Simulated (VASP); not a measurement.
# SiGe2 (Fm-3m) in VASP: further runs

SiGe2 is run at these levels: r2SCAN; tasks: single point.

Program: VASP 6.6.1. These are calculated values, not measurements. Logs are shortened: lines on timing, memory, paths and dates and some standing lists are left out, and cuts for length are marked.

**1. The cell of the first run**

It takes space group Fm-3m (No. 225, cubic). The conventional cell has a = 5.821 Å, b = 5.821 Å, c = 5.821 Å, α = 90.00°, β = 90.00°, γ = 90.00°. Si (site symmetry m-3m) has 8 Ge at 2.52 Å within 3.3 Å. Within 3.3 Å of Ge (site symmetry -43m) lie 4 Si at 2.52 Å and 6 Ge at 2.91 Å.

**2. Single point, r2SCAN**

Input file POSCAR:

```
SiGe2
1.0
    0.0000000000      2.9105419685      2.9105419685
    2.9105419685      0.0000000000      2.9105419685
    2.9105419685      2.9105419685      0.0000000000
Si Ge
1 2
Direct
    0.0000000000      0.0000000000      0.0000000000
    0.2500000000      0.2500000000      0.2500000000
    0.7500000000      0.7500000000      0.7500000000
```

Input file INCAR.step1:

```
SYSTEM = SiGe2
PREC = Accurate
ENCUT = 520
ISMEAR = 0
SIGMA = 0.1
LREAL = .FALSE.
LASPH = .TRUE.
NELM = 60
NBANDS = 23
GGA = PE
ALGO = Normal
EDIFF = 1E-4
LWAVE = .TRUE.
LCHARG = .FALSE.
```

Input file INCAR.step2:

```
SYSTEM = SiGe2
PREC = Accurate
ENCUT = 520
EDIFF = 1E-7
ISMEAR = 0
SIGMA = 0.1
LREAL = .FALSE.
LASPH = .TRUE.
NELM = 60
ALGO = Normal
ISIF = 2
LWAVE = .FALSE.
LCHARG = .FALSE.
METAGGA = R2SCAN
LMIXTAU = .TRUE.
NBANDS = 23
ISTART = 1
```

Input file KPOINTS:

```
regular mesh
0
G
  6 6 6
  0 0 0
```

Potentials or basis: VASP PAW PBE potentials, release 64 (Si, Ge_d).

Command:

```bash
$ cat potpaw_PBE.64/Si/POTCAR potpaw_PBE.64/Ge_d/POTCAR > POTCAR
$ cp INCAR.step1 INCAR
$ mpirun -np 1 vasp_std > vasp.out
$ cp INCAR.step2 INCAR
$ mpirun -np 1 vasp_std > vasp.out
```

OUTCAR:

```text
SYSTEM = SiGe2
   PREC = Accurate
   ENCUT = 520
   EDIFF = 1E-7
   ISMEAR = 0
   LREAL = .FALSE.
   LASPH = .TRUE.
   NELM = 60
   ISIF = 2
   METAGGA = R2SCAN
   ISTART = 1

 ion  position               nearest neighbor table
   1  0.000  0.000  0.000-   3 2.52   3 2.52   3 2.52   2 2.52   3 2.52   2 2.52   2 2.52   2 2.52

   2  0.250  0.250  0.250-   1 2.52   1 2.52   1 2.52   1 2.52   3 2.91   3 2.91   3 2.91   3 2.91
                             3 2.91   3 2.91
   3  0.750  0.750  0.750-   1 2.52   1 2.52   1 2.52   1 2.52   2 2.91   2 2.91   2 2.91   2 2.91
                             2 2.91   2 2.91

  LATTYP: Found a face centered cubic cell.
 ALAT       =     5.8210839370

  Lattice vectors:

 A1 = (   0.0000000000,   2.9105419685,   2.9105419685)
 A2 = (   2.9105419685,   0.0000000000,   2.9105419685)
 A3 = (   2.9105419685,   2.9105419685,   0.0000000000)

Analysis of symmetry for initial positions (statically):
=====================================================================
 Subroutine PRICEL returns:
 Original cell was already a primitive cell.

 Routine SETGRP: Setting up the symmetry group for a
 face centered cubic supercell.

 Subroutine GETGRP returns: Found 48 space group operations
 (whereof 48 operations were pure point group operations)
 out of a pool of 48 trial point group operations.

The static configuration has the point symmetry O_h .

Analysis of symmetry for dynamics (positions and initial velocities):
=====================================================================
 Subroutine PRICEL returns:
 Original cell was already a primitive cell.

 Routine SETGRP: Setting up the symmetry group for a
 face centered cubic supercell.

 Subroutine GETGRP returns: Found 48 space group operations
 (whereof 48 operations were pure point group operations)
 out of a pool of 48 trial point group operations.

The dynamic configuration has the point symmetry O_h .

 Subroutine INISYM returns: Found 48 space group operations
 (whereof 48 operations are pure point group operations),
 and found     1 'primitive' translations

----------------------------------------------------------------------------------------

                                     Primitive cell
[... 78 lines left out ...]
   ISPIN  =      1    spin polarized calculation?
   LNONCOLLINEAR =      F non collinear calculations
   LSORBIT =      F    spin-orbit coupling
   LASPH  =      T    aspherical Exc in radial PAW
   ENCUT  =  520.0 eV  38.22 Ry    6.18 a.u.   7.65  7.65  7.65*2*pi/ulx,y,z
   NELM   =     60;   NELMIN=  2; NELMDL=  0     # of ELM steps
   EDIFF  = 0.1E-06   stopping-criterion for ELM
   LREAL  =      F    real-space projection
   EDIFFG = 0.1E-05   stopping-criterion for IOM
   NSW    =      0    number of steps for IOM
   IBRION =     -1    ionic relax: 0-MD 1-quasi-New 2-CG
   NFREE  =      0    steps in history (QN), initial steepest desc. (CG)
   ISIF   =      2    stress and relaxation
   ISYM   =      2    0-nonsym 1-usesym 2-fastsym
   POTIM  = 0.5000    time-step for ionic-motion
   TEBEG  =    0.0;   TEEND  =   0.0 temperature during run
   PSTRESS=    0.0 pullay stress
   NELECT =      32.0000    total number of electrons
   NUPDOWN=      -1.0000    fix difference up-down
   EMIN   =  10.00;   EMAX   =-10.00  energy-range for DOS
   EFERMI =   0.00;   METHOD = LEGACY
   ISMEAR =     0;   SIGMA  =   0.10  broadening in eV -4-tet -1-fermi 0-gaus
   EFERMI_NEDOS =   21; number of points for ismear=-14 and -15
   IALGO  =     38    algorithm
   IMIX   =      4    mixing-type and parameters
     AMIX     =   0.40;   BMIX     =  1.00
     AMIX_MAG =   1.60;   BMIX_MAG =  1.00
  volume/ion in A,a.u.               =      16.44       110.92
  Fermi-wavevector in a.u.,A,eV,Ry     =   1.417341  2.678386 27.332131  2.008855
  Thomas-Fermi vector in A             =   2.538581
   LORBIT       =      0    0 simple, 1 ext, 2 COOP (PROOUT), +10 PAW based schemes
   METAGGA = R2SCAN    functional components
   LHFCALC =     F    Hartree Fock is set to
   AEXX    =    0.0000 exact exchange contribution
   IVDW    =     0    specifies the selected vdW correction
   LEPSILON=     F    determine dielectric tensor
   LRPA    =     F    only Hartree local field effects (RPA)
 non-spin polarized calculation
 Gauss-broadening in eV      SIGMA  =   0.10
  energy-cutoff  :      520.00
  volume of cell :       49.31
 maximum number of plane-waves:      1363
 NGX is ok and might be reduce to    32
   NGX = 15   NGY = 15   NGZ = 15

 number of electron      31.9999975 magnetization

 Free energy of the ion-electron system (eV)
  ---------------------------------------------------
  ext. energy  EPLUGINS =         0.00000000
  ---------------------------------------------------
  free energy    TOTEN  =       -34.44630401 eV

  energy without entropy =      -34.43952266  energy(sigma->0) =      -34.44291333

 E-fermi :   8.1778     XC(G=0): -12.3239

 val. band max:        8.0795700735   @ k =   0.5000   0.3333   0.0000
 cond. band min:       8.2825343043   @ k =   0.1667   0.0000   0.0000
 fundamental gap:      0.2029642308
 Fermi energy:         8.1777640538

 k-point     1 :       0.0000    0.0000    0.0000
  band No.  band energies     occupation
      1     -17.2483      2.00000
      2     -17.2483      2.00000
      3     -17.2106      2.00000
      4     -17.2106      2.00000
      5     -17.2105      2.00000
      6     -17.1124      2.00000
[... 405 lines left out ...]
     22      16.5484      0.00000
     23      18.8649      0.00000

------------------------ aborting loop because EDIFF is reached ----------------------------------------

  FORCE on cell =-STRESS in cart. coord.  units (eV):
  Direction    XX          YY          ZZ          XY          YZ          ZX
  --------------------------------------------------------------------------------------
  -------------------------------------------------------------------------------------
  Total        4.5522798      4.5522798      4.5522798     -0.0000000      0.0000000     -0.0000000
  in kB      147.9067315    147.9067315    147.9067315     -0.0000000      0.0000000     -0.0000000
  external PRESSURE =     147.9067315 kB  Pullay stress =       0.0000000 kB

 VOLUME and BASIS-vectors are now :
 -----------------------------------------------------------------------------
  energy-cutoff  :      520.00
  volume of cell :       49.31
      direct lattice vectors                 reciprocal lattice vectors
     0.000000000  2.910541969  2.910541969    -0.171789311  0.171789311  0.171789311
     2.910541969  0.000000000  2.910541969     0.171789311 -0.171789311  0.171789311
     2.910541969  2.910541969  0.000000000     0.171789311  0.171789311 -0.171789311

 POSITION                                       TOTAL-FORCE (eV/Angst)
 -----------------------------------------------------------------------------------
      0.00000      0.00000      0.00000         0.000000      0.000000      0.000000
      1.45527      1.45527      1.45527         0.000000      0.000000     -0.000000
      4.36581      4.36581      4.36581        -0.000000     -0.000000      0.000000
 -----------------------------------------------------------------------------------
    total drift:                               -0.000000     -0.000000      0.000000

  FREE ENERGIE OF THE ION-ELECTRON SYSTEM (eV)
  ---------------------------------------------------
  free  energy   TOTEN  =       -34.4463040078 eV

  energy  without entropy=      -34.4395226577  energy(sigma->0) =      -34.44291333
```

OSZICAR.step1:

```text
N       E                     dE             d eps       ncg     rms          rms(c)
DAV:   1     0.222097599128E+03    0.22210E+03   -0.15287E+04   858   0.364E+03
DAV:   2     0.190791548003E+02   -0.20302E+03   -0.19379E+03   750   0.666E+02
DAV:   3    -0.118054144407E+02   -0.30885E+02   -0.30374E+02   876   0.144E+02
DAV:   4    -0.128527954026E+02   -0.10474E+01   -0.10453E+01   848   0.299E+01
DAV:   5    -0.128738976019E+02   -0.21102E-01   -0.21102E-01   862   0.465E+00    0.439E+00
DAV:   6    -0.127555526895E+02    0.11834E+00   -0.86606E-02  1032   0.318E+00    0.255E+00
DAV:   7    -0.127163348666E+02    0.39218E-01   -0.54912E-02  1100   0.170E+00    0.404E-01
DAV:   8    -0.127141320839E+02    0.22028E-02   -0.79354E-03   972   0.107E+00    0.107E-01
DAV:   9    -0.127141668099E+02   -0.34726E-04   -0.40922E-04   745   0.250E-01
   1 F= -.12714167E+02 E0= -.12709575E+02  d E =-.918376E-02
```

Wall time 63 s (1 thread of Intel Xeon Platinum 8488C (Sapphire Rapids), shared host); peak memory 0.19 GiB.

What came out:

| Property | Result |
| --- | --- |
| Free energy | -34.4463 eV |
| Pressure | 14.8 GPa |
| Band gap on the k mesh | zero (bands 16 and 17 overlap by 2.86 eV) |

Levels at points of the mesh, in eV from the Fermi level:
```
           k point  band 12  band 13  band 14  band 15  band 16  band 17  band 18  band 19  band 20  band 21
(0.00, 0.00, 0.00)    -3.33    -2.13    -2.13    -2.13    -1.24    -1.24    -1.24     0.62     4.88     4.88
(0.50, 0.00, 0.00)   -11.08    -3.77    -3.43    -3.43    -1.04    -1.04     0.89     7.11     7.11     7.34
(0.50, 0.50, 0.00)   -10.18    -7.32    -5.83    -5.83    -1.37     5.21     5.21     7.37     8.10     8.10
```

Caveat: the cell stands under pressure; the PAW data sets were made with another functional, which shifts forces and pressure a little.

**3. Single point, r2SCAN**

This run uses another cell than the first one, of 19.40 Å³/atom.

Input file POSCAR:

```
SiGe2
1.0
    0.0000000000      3.0760688191      3.0760688191
    3.0760688191      0.0000000000      3.0760688191
    3.0760688191      3.0760688191      0.0000000000
Si Ge
1 2
Direct
    0.0000000000      0.0000000000      0.0000000000
    0.2500000000      0.2500000000      0.2500000000
    0.7500000000      0.7500000000      0.7500000000
```

Input file INCAR.step1:

```
SYSTEM = SiGe2
ALGO = Normal
EDIFF = 1E-4
ENCUT = 520
GGA = PE
ISMEAR = 0
LASPH = .True.
LCHARG = .False.
LREAL = .False.
LWAVE = .True.
NBANDS = 23
NELM = 60
PREC = Accurate
SIGMA = 0.1
```

Input file INCAR.step2:

```
SYSTEM = SiGe2
ALGO = Normal
EDIFF = 1E-6
ENCUT = 520
ISIF = 2
ISMEAR = 0
ISTART = 1
LASPH = .True.
LCHARG = .False.
LMIXTAU = .True.
LREAL = .False.
LWAVE = .False.
METAGGA = R2SCAN
NBANDS = 23
NELM = 60
PREC = Accurate
SIGMA = 0.1
```

Input file KPOINTS:

```
k-points
0
Gamma
  6 6 6
  0 0 0
```

Potentials or basis: VASP PAW PBE potentials, release 64 (Si, Ge_d).

Command:

```bash
$ cat potpaw_PBE.64/Si/POTCAR potpaw_PBE.64/Ge_d/POTCAR > POTCAR
$ cp INCAR.step1 INCAR
$ mpirun -np 1 vasp_std > vasp.out
$ cp INCAR.step2 INCAR
$ mpirun -np 1 vasp_std > vasp.out
```

Wall time 57 s (1 thread of Intel Xeon Platinum 8488C (Sapphire Rapids), shared host); peak memory 0.19 GiB.

It converged, with:

* Free energy: -34.8067 eV
* Pressure: 0.0 GPa
* Band gap on the k mesh: zero (bands 16 and 17 overlap by 2.11 eV)

Levels at points of the mesh, in eV from the Fermi level:
```csv
k point,band 12,band 13,band 14,band 15,band 16,band 17,band 18,band 19,band 20,band 21
"(0.00, 0.00, 0.00)",-4.33,-1.75,-1.75,-1.75,-1.10,-1.10,-1.10,-0.81,4.46,4.46
"(0.50, 0.00, 0.00)",-10.15,-4.32,-2.99,-2.99,-0.73,-0.73,0.32,5.78,6.27,6.27
"(0.50, 0.50, 0.00)",-9.34,-7.29,-5.03,-5.03,-1.10,4.51,4.51,5.68,7.05,7.05
```

Caveat: the PAW data sets were made with another functional, which shifts forces and pressure a little.

The gap in the log of VASP goes by the Fermi energy; the results here count the filled bands.